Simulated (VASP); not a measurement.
# Fe3Ge (Fm-3m) in VASP: relaxation of cell and atoms with PBEsol

Aim: the relaxation of cell and atoms of Fe3Ge with PBEsol.

All numbers are computed with VASP 6.6.1; they aren't measurements. Logs are shortened: lines on timing, memory, paths and dates and some standing lists are left out, and cuts for length are marked.

### 1 The cell of the first run

The structure is cubic, space group Fm-3m (No. 225). Conventional cell: a = 5.630 Å, b = 5.630 Å, c = 5.630 Å, α = 90.00°, β = 90.00°, γ = 90.00°. Within 3.2 Å of Fe (site symmetry m-3m) lie 8 Fe at 2.44 Å and 6 Ge at 2.81 Å. Fe (site symmetry -43m) has 10 Fe at 2.44 to 2.81 Å and 4 Ge at 2.44 Å within 3.2 Å. Within 3.2 Å of Ge (site symmetry m-3m) lie 14 Fe at 2.44 to 2.81 Å.

### 2 Relaxation of cell and atoms, PBEsol, collinear spin, ferromagnetic start

INCAR reads:

```
SYSTEM = Fe3Ge
  ALGO = Normal
  EDIFF = 1E-6
  EDIFFG = -0.005
  ENCUT = 600
  GGA = PS
  IBRION = 2
  ISIF = 3
  ISMEAR = 0
  ISPIN = 2
  LASPH = .TRUE.
  LCHARG = .FALSE.
  LMAXMIX = 4
  LORBIT = 11
  LREAL = .FALSE.
  LWAVE = .FALSE.
  MAGMOM = 2.78 1.51 1.51 0
  NELM = 150
  NSW = 100
  PREC = Accurate
  SIGMA = 0.1
```

KPOINTS reads:

```
k-points
0
G
  14 14 14
  0 0 0
```

POSCAR reads:

```
Fe3Ge
1.0
    0.0000000000      2.8148849258      2.8148849258
    2.8148849258      0.0000000000      2.8148849258
    2.8148849258      2.8148849258      0.0000000000
Fe Ge
3 1
Direct
    0.5000000000      0.5000000000      0.5000000000
    0.2500000000      0.2500000000      0.2500000000
    0.7500000000      0.7500000000      0.7500000000
    0.0000000000      0.0000000000      0.0000000000
```

Potentials or basis: VASP PAW PBE potentials, release 64 (Fe, Ge_d).

The run is started by

```bash
> cat potpaw_PBE.64/Fe/POTCAR potpaw_PBE.64/Ge_d/POTCAR > POTCAR
> mpirun -np 1 vasp_std > vasp.out
```

OUTCAR:

```text
SYSTEM = Fe3Ge
   EDIFF = 1E-6
   EDIFFG = -0.005
   ENCUT = 600
   GGA = PS
   IBRION = 2
   ISIF = 3
   ISMEAR = 0
   ISPIN = 2
   LASPH = .TRUE.
   LORBIT = 11
   LREAL = .FALSE.
   NELM = 150
   NSW = 100
   PREC = Accurate

 ion  position               nearest neighbor table
   1  0.500  0.500  0.500-   2 2.44   3 2.44   2 2.44   2 2.44   2 2.44   3 2.44   3 2.44   3 2.44
                             4 2.81   4 2.81   4 2.81   4 2.81   4 2.81   4 2.81
   2  0.250  0.250  0.250-   1 2.44   4 2.44   4 2.44   4 2.44   4 2.44   1 2.44   1 2.44   1 2.44
                             3 2.81   3 2.81   3 2.81   3 2.81   3 2.81   3 2.81
   3  0.750  0.750  0.750-   1 2.44   4 2.44   1 2.44   1 2.44   1 2.44   4 2.44   4 2.44   4 2.44
                             2 2.81   2 2.81   2 2.81   2 2.81   2 2.81   2 2.81
   4  0.000  0.000  0.000-   2 2.44   3 2.44   3 2.44   3 2.44   3 2.44   2 2.44   2 2.44   2 2.44
                             1 2.81   1 2.81   1 2.81   1 2.81   1 2.81   1 2.81

  LATTYP: Found a face centered cubic cell.
 ALAT       =     5.6297698516

  Lattice vectors:

 A1 = (   0.0000000000,   2.8148849258,   2.8148849258)
 A2 = (   2.8148849258,   0.0000000000,   2.8148849258)
 A3 = (   2.8148849258,   2.8148849258,   0.0000000000)

Analysis of symmetry for initial positions (statically):
=====================================================================
 Subroutine PRICEL returns:
 Original cell was already a primitive cell.

 Routine SETGRP: Setting up the symmetry group for a
 face centered cubic supercell.

 Subroutine GETGRP returns: Found 48 space group operations
 (whereof 48 operations were pure point group operations)
 out of a pool of 48 trial point group operations.

The static configuration has the point symmetry O_h .

Analysis of symmetry for dynamics (positions and initial velocities):
=====================================================================
 Subroutine PRICEL returns:
 Original cell was already a primitive cell.

 Routine SETGRP: Setting up the symmetry group for a
 face centered cubic supercell.

 Subroutine GETGRP returns: Found 48 space group operations
 (whereof 48 operations were pure point group operations)
 out of a pool of 48 trial point group operations.

The dynamic configuration has the point symmetry O_h .

Analysis of structural, dynamic, and magnetic symmetry:
=====================================================================
 Subroutine PRICEL returns:
 Original cell was already a primitive cell.

 Routine SETGRP: Setting up the symmetry group for a
 face centered cubic supercell.

 Subroutine GETGRP returns: Found 48 space group operations
 (whereof 48 operations were pure point group operations)
 out of a pool of 48 trial point group operations.

The overall configuration has the point symmetry O_h .

 Subroutine INISYM returns: Found 48 space group operations
 (whereof 48 operations are pure point group operations),
 and found     1 'primitive' translations

----------------------------------------------------------------------------------------

                                     Primitive cell

  volume of cell :      44.6079

  direct lattice vectors                    reciprocal lattice vectors
     0.000000000  2.814884926  2.814884926    -0.177627155  0.177627155  0.177627155
     2.814884926  0.000000000  2.814884926     0.177627155 -0.177627155  0.177627155
     2.814884926  2.814884926  0.000000000     0.177627155  0.177627155 -0.177627155

  length of vectors
     3.980848439  3.980848439  3.980848439     0.307659257  0.307659257  0.307659257

  position of ions in fractional coordinates (direct lattice)
     0.500000000  0.500000000  0.500000000
     0.250000000  0.250000000  0.250000000
     0.750000000  0.750000000  0.750000000
     0.000000000  0.000000000  0.000000000

  ion indices of the primitive-cell ions
   primitive index   ion index
                 1           1
                 2           2
                 3           3
                 4           4

----------------------------------------------------------------------------------------

 KPOINTS: k-points

Automatic generation of k-mesh.
 Grid dimensions read from file:
 generate k-points for:   14   14   14

 Generating k-lattice:

  Cartesian coordinates                     Fractional coordinates (reciprocal lattice)
    -0.012687654  0.012687654  0.012687654     0.071428571  0.000000000  0.000000000
     0.012687654 -0.012687654  0.012687654     0.000000000  0.071428571  0.000000000
     0.012687654  0.012687654 -0.012687654     0.000000000  0.000000000  0.071428571

  Length of vectors
     0.021975661  0.021975661  0.021975661

  Shift w.r.t. Gamma in fractional coordinates (k-lattice)
     0.000000000  0.000000000  0.000000000

 Subroutine IBZKPT returns following result:
 ===========================================

 Found    104 irreducible k-points:

 Following reciprocal coordinates:
            Coordinates               Weight
  0.000000  0.000000  0.000000      1.000000
  0.071429  0.000000  0.000000      8.000000
  0.142857  0.000000  0.000000      8.000000
  0.214286  0.000000  0.000000      8.000000
  0.285714  0.000000  0.000000      8.000000
  0.357143  0.000000  0.000000      8.000000
[... 16 lines left out ...]
  0.214286  0.142857  0.000000     24.000000
  0.285714  0.142857  0.000000     24.000000
 [... further k-points ...]
   k-points           NKPTS =    104   k-points in BZ     NKDIM =    104   number of bands    NBANDS=     26
   number of dos      NEDOS =    301   number of ions     NIONS =      4
   total plane-waves  NPLWV =  32768
   dimension x,y,z NGX =    32 NGY =   32 NGZ =   32
   dimension x,y,z NGXF=    64 NGYF=   64 NGZF=   64
   ions per type =               3   1
   NGX,Y,Z   is equivalent  to a cutoff of  13.36, 13.36, 13.36 a.u.
   NGXF,Y,Z  is equivalent  to a cutoff of  26.73, 26.73, 26.73 a.u.
 SYSTEM =  Fe3Ge
   PREC   = accura    normal or accurate (medium, high low for compatibility)
   ISTART =      0    job   : 0-new  1-cont  2-samecut
   ICHARG =      2    charge: 1-file 2-atom 10-const
   ISPIN  =      2    spin polarized calculation?
   LNONCOLLINEAR =      F non collinear calculations
   LSORBIT =      F    spin-orbit coupling
   LASPH  =      T    aspherical Exc in radial PAW
   ENCUT  =  600.0 eV  44.10 Ry    6.64 a.u.   7.95  7.95  7.95*2*pi/ulx,y,z
   NELM   =    150;   NELMIN=  2; NELMDL= -5     # of ELM steps
   EDIFF  = 0.1E-05   stopping-criterion for ELM
   LREAL  =      F    real-space projection
   EDIFFG = -.5E-02   stopping-criterion for IOM
   NSW    =    100    number of steps for IOM
   IBRION =      2    ionic relax: 0-MD 1-quasi-New 2-CG
   NFREE  =      1    steps in history (QN), initial steepest desc. (CG)
   ISIF   =      3    stress and relaxation
   ISYM   =      2    0-nonsym 1-usesym 2-fastsym
   POTIM  = 0.5000    time-step for ionic-motion
   TEBEG  =    0.0;   TEEND  =   0.0 temperature during run
   PSTRESS=    0.0 pullay stress
   NELECT =      38.0000    total number of electrons
   NUPDOWN=      -1.0000    fix difference up-down
   EMIN   =  10.00;   EMAX   =-10.00  energy-range for DOS
   EFERMI =   0.00;   METHOD = LEGACY
   ISMEAR =     0;   SIGMA  =   0.10  broadening in eV -4-tet -1-fermi 0-gaus
   EFERMI_NEDOS =   21; number of points for ismear=-14 and -15
   IALGO  =     38    algorithm
   IMIX   =      4    mixing-type and parameters
     AMIX     =   0.40;   BMIX     =  1.00
     AMIX_MAG =   1.60;   BMIX_MAG =  1.00
  volume/ion in A,a.u.               =      11.15        75.26
  Fermi-wavevector in a.u.,A,eV,Ry     =   1.551906  2.932677 32.768434  2.408412
  Thomas-Fermi vector in A             =   2.656358
   LORBIT       =     11    0 simple, 1 ext, 2 COOP (PROOUT), +10 PAW based schemes
   GGA     = PS    functional components
   LHFCALC =     F    Hartree Fock is set to
   AEXX    =    0.0000 exact exchange contribution
   IVDW    =     0    specifies the selected vdW correction
   LEPSILON=     F    determine dielectric tensor
   LRPA    =     F    only Hartree local field effects (RPA)
 conjugate gradient relaxation of ions
 spin polarized calculation
 Gauss-broadening in eV      SIGMA  =   0.10
  energy-cutoff  :      600.00
  volume of cell :       44.61
 maximum number of plane-waves:      1524
   NGX = 15   NGY = 15   NGZ = 15

--------------------------------------- Ionic step        1  -------------------------------------------

 number of electron      37.9999991 magnetization       5.1185077

 Free energy of the ion-electron system (eV)
  ---------------------------------------------------
  ext. energy  EPLUGINS =         0.00000000
  ---------------------------------------------------
  free energy    TOTEN  =       -32.36824669 eV

  energy without entropy =      -32.35481067  energy(sigma->0) =      -32.36152868

------------------------ aborting loop because EDIFF is reached ----------------------------------------

  FORCE on cell =-STRESS in cart. coord.  units (eV):
  Direction    XX          YY          ZZ          XY          YZ          ZX
  --------------------------------------------------------------------------------------
  -------------------------------------------------------------------------------------
  Total        0.1356807      0.1356807      0.1356807      0.0000000      0.0000000      0.0000000
  in kB        4.8732285      4.8732285      4.8732285      0.0000000      0.0000000      0.0000000
  external PRESSURE =       4.8732285 kB  Pullay stress =       0.0000000 kB
[... 61 lines left out ...]
  energy  without entropy=      -32.3546931076  energy(sigma->0) =      -32.36145093

--------------------------------------- Ionic step        3  -------------------------------------------

 number of electron      37.9999991 magnetization       5.1278629

 Free energy of the ion-electron system (eV)
  ---------------------------------------------------
  ext. energy  EPLUGINS =         0.00000000
  ---------------------------------------------------
  free energy    TOTEN  =       -32.36841659 eV

  energy without entropy =      -32.35494982  energy(sigma->0) =      -32.36168320

 E-fermi :   7.9010     XC(G=0): -13.6137

 val. band max:        7.8998318259   @ k =  -0.2143   0.0714   0.0000
 cond. band min:       7.9040324598   @ k =  -0.3571   0.4286   0.0714
 fundamental gap:      0.0042006338
 Fermi energy:         7.9010064149

 spin component 1

 k-point     1 :       0.0000    0.0000    0.0000
  band No.  band energies     occupation
      1     -16.5669      1.00000
      2     -16.5669      1.00000
      3     -16.5669      1.00000
      4     -16.5382      1.00000
      5     -16.5382      1.00000
      6      -4.4194      1.00000
[... 685 lines left out ...]
     25      12.4311      0.00000
     26      14.1291      0.00000

 [... further k-points ...]

 spin component 2

 k-point     1 :       0.0000    0.0000    0.0000
  band No.  band energies     occupation
      1     -16.5755      1.00000
      2     -16.5755      1.00000
      3     -16.5755      1.00000
      4     -16.5525      1.00000
      5     -16.5525      1.00000
      6      -4.3615      1.00000
[... 718 lines left out ...]
  FREE ENERGIE OF THE ION-ELECTRON SYSTEM (eV)
  ---------------------------------------------------
  free  energy   TOTEN  =       -32.3684165859 eV

  energy  without entropy=      -32.3549498170  energy(sigma->0) =      -32.36168320

 reached required accuracy - stopping structural energy minimisation

 total charge

# of ion       s       p       d       tot
------------------------------------------
    1        0.483   0.560   6.269   7.311
    2        0.431   0.564   6.490   7.484
    3        0.431   0.564   6.490   7.484
    4        1.066   1.352  10.159  12.577
--------------------------------------------------
tot          2.411   3.039  29.407  34.857

 magnetization (x)

# of ion       s       p       d       tot
------------------------------------------
    1       -0.005  -0.022   2.550   2.523
    2       -0.010  -0.025   1.357   1.323
    3       -0.010  -0.025   1.357   1.323
    4        0.004  -0.058  -0.011  -0.065
--------------------------------------------------
tot         -0.021  -0.130   5.255   5.104
```

It took 9 min on 1 thread of Oxide Virtual Turin-like, shared host; peak memory 0.34 GiB.

Results:

| Item | Value |
| --- | --- |
| Free energy | -32.3684 eV |
| Relaxed volume | 11.18 Å³/atom |
| Relaxed cell | a = 3.984 Å, b = 3.984 Å, c = 3.984 Å, α = 60.00°, β = 60.00°, γ = 60.00° |
| Space group after relaxing (to 0.1 Å) | Fm-3m (No. 225) |
| Energy gained by relaxing | 0.0 meV/atom |
| Ionic steps | 3 |
| Pressure after relaxing | 0.0 GPa |
| Net moment | 5.13 μB per cell |
| Site moments | Fe +2.52, +1.32 (each value once); Ge -0.07 μB |
| Valence electrons inside the program's atomic spheres | Fe 7.31, 7.48 (each value once); Ge 12.58 |

The path:
| step | energy change (eV) | largest force (eV/Å) | pressure (GPa) | volume (Å³) |
| --- | --- | --- | --- | --- |
| 1 | 0.0000 | 0.0000 | 0.49 | 44.61 |
| 2 | 0.0000 | 0.0000 | -0.49 | 44.83 |
| 3 | -0.0002 | 0.0000 | -0.03 | 44.71 |

Final structure:
```xyz
4
Lattice="0.0000 2.8170 2.8170 2.8170 0.0000 2.8170 2.8170 2.8170 0.0000" Properties=species:S:1:pos:R:3 pbc="T T T"
Fe    2.8170    2.8170    2.8170
Fe    1.4085    1.4085    1.4085
Fe    4.2255    4.2255    4.2255
Ge    0.0000    0.0000    0.0000
```

Levels at points of the mesh, in eV from the Fermi level:
Spin up:
```tsv
k point	band 18	band 19	band 20	band 21	band 22	band 23	band 24	band 25
(0.00, 0.00, 0.00)	-0.64	-0.64	-0.33	-0.33	2.63	4.20	4.20	4.20
(0.50, 0.00, 0.00)	-1.35	-1.35	-0.79	-0.79	-0.46	3.59	3.59	3.65
(0.50, 0.50, 0.00)	-1.45	-1.06	-0.80	-0.41	-0.41	-0.37	0.14	3.72
```
Spin down:
| k point | band 13 | band 14 | band 15 | band 16 | band 17 | band 18 | band 19 | band 20 |
| --- | --- | --- | --- | --- | --- | --- | --- | --- |
| (0.00, 0.00, 0.00) | -1.67 | -1.67 | 0.61 | 0.61 | 0.61 | 1.30 | 1.30 | 1.33 |
| (0.50, 0.00, 0.00) | -1.52 | -1.52 | -0.66 | -0.51 | -0.51 | 0.93 | 0.93 | 1.19 |
| (0.50, 0.50, 0.00) | -1.77 | -1.58 | -0.51 | -0.51 | -0.07 | 0.43 | 0.82 | 1.01 |

Caveat: the PAW data sets were made with another functional, which shifts forces and pressure a little.
